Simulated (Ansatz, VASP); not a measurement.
Given: the input of a run of VASP 6.6.1 on ZrOs3.

The input INCAR:

```
PREC = Accurate ; ENCUT = 520
EDIFF = 1E-6 ; ISMEAR = -1
SIGMA = 0.05 ; LREAL = F
LASPH = T ; NELM = 100
ALGO = Fast ; ISIF = 2
LWAVE = F ; LCHARG = F
GGA = PE ; NBANDS = 26
```

The input KPOINTS:

```
Automatic mesh
0
Gamma
  7 7 7
```

File POSCAR:

```
ZrOs3
1.0
    3.9965870000      0.0000000000      0.0000000000
    0.0000000000      3.9965870000      0.0000000000
    0.0000000000      0.0000000000      3.9965870000
Os Zr
3 1
Direct
   -0.0094360000      0.5127460000      0.5020180000
    0.5009530000     -0.0000110000      0.4913820000
    0.4846610000      0.4952800000     -0.0015820000
    0.0032870000      0.0066260000     -0.0127600000
```

Potentials or basis: VASP PAW PBE potentials, release 64 (Os, Zr_sv).

Command:

```sh
$ cat potpaw_PBE.64/Os/POTCAR potpaw_PBE.64/Zr_sv/POTCAR > POTCAR
$ mpirun -np 1 vasp_std > vasp.out
```

Q: Set up the same calculation for Ansatz 0.2.0. Potentials there: Ansatz PAW.

A: As run (the cutoff follows the program's own potentials):

Contents of input.yaml:

```yaml
crystal:
  lattice:
    - [3.996587, 0.0, 0.0]
    - [0.0, 3.996587, 0.0]
    - [0.0, 0.0, 3.996587]
  atoms:
    - { symbol: Os, position: [-0.009436, 0.512746, 0.502018] }
    - { symbol: Os, position: [0.500953, -1.1e-05, 0.491382] }
    - { symbol: Os, position: [0.484661, 0.49528, -0.001582] }
    - { symbol: Zr, position: [0.003287, 0.006626, -0.01276] }
hamiltonian:
  xc: pbe
  pseudopotentials: { kind: paw }
kpoints:
  mp_grid: { grid: [7, 7, 7] }
scf:
  occupations: { method: fermi_dirac, width: 0.05 }
output:
  forces: true
  stress: true
  eigenvalues: true
```

Potentials or basis: Ansatz PAW.

The run is started by

```sh
$ ansatz run input.yaml --threads 2 --pin off --max-ram 5120MiB --backend cpu --events-out ev --progress --plain --runs-dir out
```

Both were run:

|  | VASP | Ansatz | Ansatz less VASP |
| --- | --- | --- | --- |
| gap on the k mesh at the Fermi level (eV) | none | none | - |
| pressure (GPa) | -1.7 | -1.6 | +0.07 |
| traceless stress, the component that is largest in VASP (GPa) | 0.27 | 0.26 | -0.009 |
| rms of the force components (eV/Å) | 0.300 | 0.301 | +0.0013 |

Atom by atom the forces differ by 0.002 eV/Å (rms over components). A gap of «none» marks a metal or a gap that the smearing closes. The functional is the same, so the differences come from potentials, cutoffs and numerics. VASP's potentials hold 36 valence electrons a cell and Ansatz's 60, so a difference there can come from the potentials and not from the codes.

Spin-orbit coupling is off throughout.
